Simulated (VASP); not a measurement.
**Hf: single point with LDA**

The system is Hf.

```
Hf
1.0
     2.16391    0.00000    0.00000
     0.00000    2.16391    0.00000
     0.00000    0.00000    2.16391
Hf
1
Direct
  0.00000 0.00000 0.00000
```

This cell differs from its parent crystal: volume scaled by 0.45.

```
Program                : VASP 6.6.1
Task                   : single point
Functional             : LDA
Potentials or basis    : VASP PAW LDA potentials, release 64 (Hf_pv)
Cutoff                 : 520 eV
k mesh                 : 15 × 15 × 15
Occupations            : fermi-dirac, width 0.1 eV
Spin                   : no spin polarisation
Dipole correction      : no
Further INCAR settings : ALGO = Normal; EDIFF = 1e-07; NBANDS = 11
```

* Pressure: 348.6 GPa
* Band gap on the k mesh: zero (band 5 reaches 14.08 eV, above the bottom of band 6 at 5.29 eV)

Levels at points of the mesh, in eV from the Fermi level:
```csv
k point,band 2,band 3,band 4,band 5,band 6,band 7,band 8,band 9
"(0.00, 0.00, 0.00)",-27.25,-27.25,-7.49,-5.89,-5.89,13.87,15.36,15.36
```

Wall time 13 s on 1 thread of AMD EPYC 7R13, on a shared host, peak memory 0.09 GiB.

Caveat: spin-orbit coupling is left out, which moves the levels of the heavy elements.
